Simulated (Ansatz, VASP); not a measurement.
## One calculation of Os, two programs

File INCAR:

```
  PREC = Accurate
  ENCUT = 520
  EDIFF = 1E-6
  ISMEAR = -1
  SIGMA = 0.05
  LREAL = F
  LASPH = T
  NELM = 100
  ALGO = Normal
  ISIF = 2
  LWAVE = F
  LCHARG = T
  GGA = RE
  IVDW = 12
  LELF = T
  LVHAR = T
  NBANDS = 15
```

Contents of KPOINTS:

```
Automatic mesh
0
Gamma
  11 11 6
```

POSCAR

```
Os
1.0
    2.6782863798      0.0000000000      0.0000000000
   -1.3391431899      2.3194640436      0.0000000000
    0.0000000000      0.0000000000      4.2315181138
Os
2
Direct
    0.6666666667      0.3333333333      0.7500000000
    0.3333333333      0.6666666667      0.2500000000
```

input.yaml

```yaml
crystal:
  lattice:
    - [2.6782863798, 0.0, 0.0]
    - [-1.3391431899, 2.3194640436, 0.0]
    - [0.0, 0.0, 4.2315181138]
  atoms:
    - { symbol: Os, position: [0.6666666667, 0.3333333333, 0.75] }
    - { symbol: Os, position: [0.3333333333, 0.6666666667, 0.25] }
hamiltonian:
  xc: revpbe
  pseudopotentials: { kind: paw }
  dispersion: d3bj
kpoints:
  mp_grid: { grid: [11, 11, 6] }
scf:
  occupations: { method: fermi_dirac, width: 0.05 }
output:
  forces: true
  stress: true
  eigenvalues: true
```

Alike in both runs: task single point; functional revPBE; dispersion D3(BJ); k mesh 11 × 11 × 6; occupations fermi-dirac, width 0.05 eV; no spin polarisation.

|  | VASP | Ansatz |
| --- | --- | --- |
| version | VASP 6.6.1 | Ansatz 0.2.0 |
| potentials or method | VASP PAW PBE potentials, release 64 (Os) | Ansatz PAW |
| plane-wave cutoff (eV) | 520 | 420 |
| valence electrons in the cell | 16 | 32 |

```tsv
	VASP	Ansatz	Ansatz less VASP
gap on the k mesh at the Fermi level (eV)	none	none	-
pressure (GPa)	28.0	27.3	-0.62
traceless stress, the component that is largest in VASP (GPa)	1.66	1.78	+0.115
```

VASP's potentials were made for PBE, not for revPBE. A gap of «none» marks a metal or a gap that the smearing closes. VASP's potentials hold 16 valence electrons a cell and Ansatz's 32, so a difference there can come from the potentials and not from the codes.

Neither program's run includes spin-orbit coupling.
